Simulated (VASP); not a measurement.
# In (P6_3/mmc) in VASP: a series of runs

Runs on In. Level: LDA. Tasks: single point.

Everything below comes from runs of VASP 6.6.1. Logs are shortened: lines on timing, memory, paths and dates and some standing lists are left out, and cuts for length are marked.

### Step 1. The cell of the first run

The structure is hexagonal, space group P6_3/mmc (No. 194). The conventional cell has a = 3.379 Å, b = 3.379 Å, c = 5.582 Å, α = 90.00°, β = 90.00°, γ = 120.00°. In (site symmetry -6m2) has 12 In at 3.38 to 3.41 Å within 4.4 Å.

### Step 2. Single point, LDA

Input file INCAR:

```
SYSTEM = In
PREC = Accurate
ENCUT = 520
EDIFF = 1E-6
ISMEAR = -1
SIGMA = 0.05
LREAL = .FALSE.
LASPH = .TRUE.
NELM = 100
ALGO = Fast
ISIF = 2
LWAVE = .FALSE.
LCHARG = .FALSE.
NBANDS = 20
```

Input file KPOINTS:

```
regular mesh
0
G
  9 9 5
  0 0 0
```

Input file POSCAR:

```
In
1.0
    3.3793777732      0.0000000000      0.0000000000
   -1.6896888866      2.9266270006      0.0000000000
    0.0000000000      0.0000000000      5.5816399564
In
2
Direct
    0.6666666667      0.3333333333      0.7500000000
    0.3333333333      0.6666666667      0.2500000000
```

Potentials or basis: VASP PAW LDA potentials, release 64 (In_d).

Command:

```bash
$ cat potpaw_LDA.64/In_d/POTCAR > POTCAR
$ mpirun -np 1 vasp_std > vasp.out
```

OUTCAR:

```text
SYSTEM = In
   PREC = Accurate
   ENCUT = 520
   EDIFF = 1E-6
   ISMEAR = -1
   LREAL = .FALSE.
   LASPH = .TRUE.
   NELM = 100
   ISIF = 2

 ion  position               nearest neighbor table
   1  0.667  0.333  0.750-   2 3.41   2 3.41   2 3.41   2 3.41   2 3.41   2 3.41
   2  0.333  0.667  0.250-   1 3.41   1 3.41   1 3.41   1 3.41   1 3.41   1 3.41

  LATTYP: Found a hexagonal cell.
 ALAT       =     3.3793777732
 C/A-ratio  =     1.6516768266

  Lattice vectors:

 A1 = (   3.3793777732,   0.0000000000,   0.0000000000)
 A2 = (  -1.6896888866,   2.9266270006,   0.0000000000)
 A3 = (   0.0000000000,   0.0000000000,   5.5816399564)

Analysis of symmetry for initial positions (statically):
=====================================================================
 Subroutine PRICEL returns:
 Original cell was already a primitive cell.

 Routine SETGRP: Setting up the symmetry group for a
 hexagonal supercell.

 Subroutine GETGRP returns: Found 24 space group operations
 (whereof 12 operations were pure point group operations)
 out of a pool of 24 trial point group operations.

The static configuration has the point symmetry D_3d.
 The point group associated with its full space group is D_6h.

Analysis of symmetry for dynamics (positions and initial velocities):
=====================================================================
 Subroutine PRICEL returns:
 Original cell was already a primitive cell.

 Routine SETGRP: Setting up the symmetry group for a
 hexagonal supercell.

 Subroutine GETGRP returns: Found 24 space group operations
 (whereof 12 operations were pure point group operations)
 out of a pool of 24 trial point group operations.

The dynamic configuration has the point symmetry D_3d.
 The point group associated with its full space group is D_6h.

 Subroutine INISYM returns: Found 24 space group operations
 (whereof 12 operations are pure point group operations),
 and found     1 'primitive' translations

----------------------------------------------------------------------------------------

                                     Primitive cell

  volume of cell :      55.2034

  direct lattice vectors                    reciprocal lattice vectors
     3.379377773  0.000000000  0.000000000     0.295912463  0.170845140  0.000000000
[... 74 lines left out ...]
   NGX,Y,Z   is equivalent  to a cutoff of  13.77, 13.77, 12.51 a.u.
   NGXF,Y,Z  is equivalent  to a cutoff of  27.55, 27.55, 25.02 a.u.
 SYSTEM =  In
   PREC   = accura    normal or accurate (medium, high low for compatibility)
   ISTART =      0    job   : 0-new  1-cont  2-samecut
   ICHARG =      2    charge: 1-file 2-atom 10-const
   ISPIN  =      1    spin polarized calculation?
   LNONCOLLINEAR =      F non collinear calculations
   LSORBIT =      F    spin-orbit coupling
   LASPH  =      T    aspherical Exc in radial PAW
   ENCUT  =  520.0 eV  38.22 Ry    6.18 a.u.   6.28  6.28 10.38*2*pi/ulx,y,z
   NELM   =    100;   NELMIN=  2; NELMDL= -5     # of ELM steps
   EDIFF  = 0.1E-05   stopping-criterion for ELM
   LREAL  =      F    real-space projection
   EDIFFG = 0.1E-04   stopping-criterion for IOM
   NSW    =      0    number of steps for IOM
   IBRION =     -1    ionic relax: 0-MD 1-quasi-New 2-CG
   NFREE  =      0    steps in history (QN), initial steepest desc. (CG)
   ISIF   =      2    stress and relaxation
   ISYM   =      2    0-nonsym 1-usesym 2-fastsym
   POTIM  = 0.5000    time-step for ionic-motion
   TEBEG  =    0.0;   TEEND  =   0.0 temperature during run
   PSTRESS=    0.0 pullay stress
   NELECT =      26.0000    total number of electrons
   NUPDOWN=      -1.0000    fix difference up-down
   EMIN   =  10.00;   EMAX   =-10.00  energy-range for DOS
   EFERMI =   0.00;   METHOD = LEGACY
   ISMEAR =    -1;   SIGMA  =   0.05  broadening in eV -4-tet -1-fermi 0-gaus
   EFERMI_NEDOS =   21; number of points for ismear=-14 and -15
   IALGO  =     68    algorithm
   IMIX   =      4    mixing-type and parameters
     AMIX     =   0.40;   BMIX     =  1.00
     AMIX_MAG =   1.60;   BMIX_MAG =  1.00
  volume/ion in A,a.u.               =      27.60       186.27
  Fermi-wavevector in a.u.,A,eV,Ry     =   1.273730  2.407000 22.073923  1.622388
  Thomas-Fermi vector in A             =   2.406537
   LORBIT       =      0    0 simple, 1 ext, 2 COOP (PROOUT), +10 PAW based schemes
   GGA     = CA    functional components
   LHFCALC =     F    Hartree Fock is set to
   AEXX    =    0.0000 exact exchange contribution
   IVDW    =     0    specifies the selected vdW correction
   LEPSILON=     F    determine dielectric tensor
   LRPA    =     F    only Hartree local field effects (RPA)
 non-spin polarized calculation
 RMM-DIIS sequential band-by-band and
  energy-cutoff  :      520.00
  volume of cell :       55.20
 maximum number of plane-waves:      1521
 NGX is ok and might be reduce to    28
   NGX = 13   NGY = 13   NGZ = 21

 number of electron      26.0000011 magnetization

 Free energy of the ion-electron system (eV)
  ---------------------------------------------------
  ext. energy  EPLUGINS =         0.00000000
  ---------------------------------------------------
  free energy    TOTEN  =        -6.31992273 eV

  energy without entropy =       -6.30348497  energy(sigma->0) =       -6.31170385

 E-fermi :   6.6581     XC(G=0): -10.2747

 val. band max:        6.6345128384   @ k =   0.2222   0.2222   0.0000
 cond. band min:       6.6601243673   @ k =   0.3333   0.2222   0.2000
 fundamental gap:      0.0256115289
 Fermi energy:         6.6580995128

 k-point     1 :       0.0000    0.0000    0.0000
  band No.  band energies     occupation
      1      -7.9189      2.00000
      2      -7.8747      2.00000
      3      -7.8482      2.00000
      4      -7.8482      2.00000
      5      -7.8243      2.00000
      6      -7.8243      2.00000
[... 541 lines left out ...]
     19      13.3510      0.00000
     20      20.6443      0.00000

 [... further k-points ...]
[... 5 lines left out ...]
  --------------------------------------------------------------------------------------
  -------------------------------------------------------------------------------------
  Total       -1.4395084     -1.4395084     -1.2275283      0.0000000      0.0000000      0.0000000
  in kB      -41.7790764    -41.7790764    -35.6267464      0.0000000      0.0000000      0.0000000
  external PRESSURE =     -39.7282997 kB  Pullay stress =       0.0000000 kB

 VOLUME and BASIS-vectors are now :
 -----------------------------------------------------------------------------
  energy-cutoff  :      520.00
  volume of cell :       55.20
      direct lattice vectors                 reciprocal lattice vectors
     3.379377773  0.000000000  0.000000000     0.295912463  0.170845140  0.000000000
    -1.689688887  2.926627001  0.000000000     0.000000000  0.341690280  0.000000000
     0.000000000  0.000000000  5.581639956     0.000000000  0.000000000  0.179158815

 POSITION                                       TOTAL-FORCE (eV/Angst)
 -----------------------------------------------------------------------------------
      1.68969      0.97554      4.18623         0.000000     -0.000000      0.000000
     -0.00000      1.95108      1.39541        -0.000000      0.000000      0.000000
 -----------------------------------------------------------------------------------
    total drift:                               -0.000000      0.000000     -0.000000

  FREE ENERGIE OF THE ION-ELECTRON SYSTEM (eV)
  ---------------------------------------------------
  free  energy   TOTEN  =        -6.3199227319 eV

  energy  without entropy=       -6.3034849740  energy(sigma->0) =       -6.31170385
```

OSZICAR:

```text
N       E                     dE             d eps       ncg     rms          rms(c)
DAV:   1     0.211457475747E+03    0.21146E+03   -0.12941E+04  1440   0.177E+03
DAV:   2     0.976795816784E+01   -0.20169E+03   -0.19811E+03  1444   0.375E+02
DAV:   3    -0.589593023909E+01   -0.15664E+02   -0.15575E+02  1644   0.120E+02
DAV:   4    -0.635304312908E+01   -0.45711E+00   -0.45688E+00  1740   0.225E+01
DAV:   5    -0.637957325252E+01   -0.26530E-01   -0.26529E-01  2088   0.458E+00    0.314E+00
RMM:   6    -0.633135722422E+01    0.48216E-01   -0.77033E-02  1678   0.358E+00    0.161E+00
RMM:   7    -0.632040402111E+01    0.10953E-01   -0.30325E-02  1644   0.170E+00    0.283E-01
RMM:   8    -0.631976065032E+01    0.64337E-03   -0.51618E-03  2030   0.109E+00    0.133E-01
RMM:   9    -0.631989417242E+01   -0.13352E-03   -0.13531E-03  2097   0.317E-01    0.274E-01
RMM:  10    -0.631998235478E+01   -0.88182E-04   -0.43369E-04  1856   0.209E-01    0.166E-01
RMM:  11    -0.631994643842E+01    0.35916E-04   -0.16748E-04  1989   0.178E-01    0.120E-01
RMM:  12    -0.631995147142E+01   -0.50330E-05   -0.81170E-05  2080   0.700E-02    0.126E-01
RMM:  13    -0.631995282659E+01   -0.13552E-05   -0.15873E-05  1551   0.275E-02    0.137E-01
RMM:  14    -0.631993857980E+01    0.14247E-04   -0.91240E-06  1684   0.426E-02    0.965E-02
RMM:  15    -0.631992288694E+01    0.15693E-04   -0.48930E-05  2031   0.932E-02    0.414E-03
RMM:  16    -0.631992273194E+01    0.15500E-06   -0.32957E-06  1112   0.204E-02
   1 F= -.63199227E+01 E0= -.63117039E+01  d E =-.164378E-01
```

It took 36 s on 1 thread of Intel Xeon Platinum 8488C (Sapphire Rapids), shared host; peak memory 0.16 GiB.

What came out:

| Quantity | Value |
| --- | --- |
| Free energy | -6.3199 eV |
| Pressure | -4.0 GPa |
| Band gap on the k mesh | zero (band 13 reaches 8.65 eV, above the bottom of band 14 at 4.85 eV) |

Stress tensor (GPa, compression positive):
```
-4.18  0.00  0.00
 0.00 -4.18  0.00
 0.00  0.00 -3.56
```

Caveat: spin-orbit coupling is left out, which moves the levels of the heavy elements.

### Step 3. Single point, LDA

This run uses another cell than the first one, of 28.13 Å³/atom, 1.019 times its volume.

Input file INCAR:

```
  PREC = Accurate
  ENCUT = 520
  EDIFF = 1E-6
  ISMEAR = -1
  SIGMA = 0.05
  LREAL = False
  LASPH = True
  NELM = 100
  ALGO = Normal
  ISIF = 2
  LWAVE = False
  LCHARG = True
  LELF = True
  LVHAR = True
  NBANDS = 20
```

Input file KPOINTS:

```
Automatic mesh
0
Gamma
  9 9 5
```

Input file POSCAR:

```
In
1.0
    3.4009030527      0.0000000000      0.0000000000
   -1.7004515264      2.9452684395      0.0000000000
    0.0000000000      0.0000000000      5.6171927618
In
2
Direct
    0.6666666667      0.3333333333      0.7500000000
    0.3333333333      0.6666666667      0.2500000000
```

Potentials or basis: VASP PAW LDA potentials, release 64 (In_d).

Command:

```bash
$ cat potpaw_LDA.64/In_d/POTCAR > POTCAR
$ mpirun -np 1 vasp_std > vasp.out
```

It took 21 s on 1 thread of Intel Xeon Platinum 8488C (Sapphire Rapids), shared host; peak memory 0.16 GiB.

It converged, with:

| Quantity | Value |
| --- | --- |
| Free energy | -6.2929 eV |
| Pressure | -4.3 GPa |
| Band gap on the k mesh | zero (band 13 reaches 8.41 eV, above the bottom of band 14 at 4.69 eV) |

Stress tensor (GPa, compression positive):
```
-4.58  0.00  0.00
 0.00 -4.58  0.00
 0.00  0.00 -3.81
```

Levels at points of the mesh, in eV from the Fermi level:
| k point | band 10 | band 11 | band 12 | band 13 | band 14 | band 15 | band 16 | band 17 |
| --- | --- | --- | --- | --- | --- | --- | --- | --- |
| (0.00, 0.00, 0.00) | -14.25 | -9.11 | -4.49 | -3.11 | 7.85 | 7.85 | 9.59 | 9.59 |

Caveat: spin-orbit coupling is left out, which moves the levels of the heavy elements.
